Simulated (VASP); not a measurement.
Crystal: MgCdO.

```
CELL_PARAMETERS angstrom
3.77915 0.00000 0.00000
-1.88957 3.27284 0.00000
0.00000 0.00000 3.70049
ATOMIC_POSITIONS crystal
Mg 0.00000 0.00000 0.50000
Cd 0.33333 0.66667 0.00000
O 0.66667 0.33333 0.00000
```

The cell was built from a structure type or drawn by symmetry, and may not be a known phase.

```yaml
Program: VASP 6.6.1
Task: relaxation of cell and atoms
Functional: PBE
Potentials_or_basis: VASP PAW PBE potentials, release 64 (Mg_sv, Cd_sv_GW, O)
Cutoff: 750 eV
k_mesh: 6 × 6 × 6
Occupations: gaussian, width 0.1 eV
Spin: no spin polarisation
```

At the start: pressure 10.2 GPa; volume 15.26 Å³/atom.

Q: How do energy, volume and symmetry change on relaxing?

A: Over 4 steps the energy falls by 50.7 meV/atom and the volume is 16.91 Å³/atom (+10.8 %); space group P-6m2 (No. 187, to 0.1 Å) before and after.

The path:
| step | energy change (eV) | largest force (eV/Å) | pressure (GPa) | volume (Å³) |
| --- | --- | --- | --- | --- |
| 1 | 0.0000 | 0.0000 | 10.23 | 45.77 |
| 2 | -0.1350 | 0.0000 | -2.56 | 52.52 |
| 3 | -0.1521 | 0.0000 | 0.10 | 50.62 |
| 4 | -0.1520 | 0.0000 | -0.05 | 50.72 |

Final structure:
```xyz
3
Lattice="3.9369 0.0000 0.0000 -1.9685 3.4095 0.0000 0.0000 0.0000 3.7786" Properties=species:S:1:pos:R:3 pbc="T T T"
Mg    0.0000    0.0000    1.8893
Cd    0.0000    2.2730    0.0000
O     1.9685    1.1365    0.0000
```
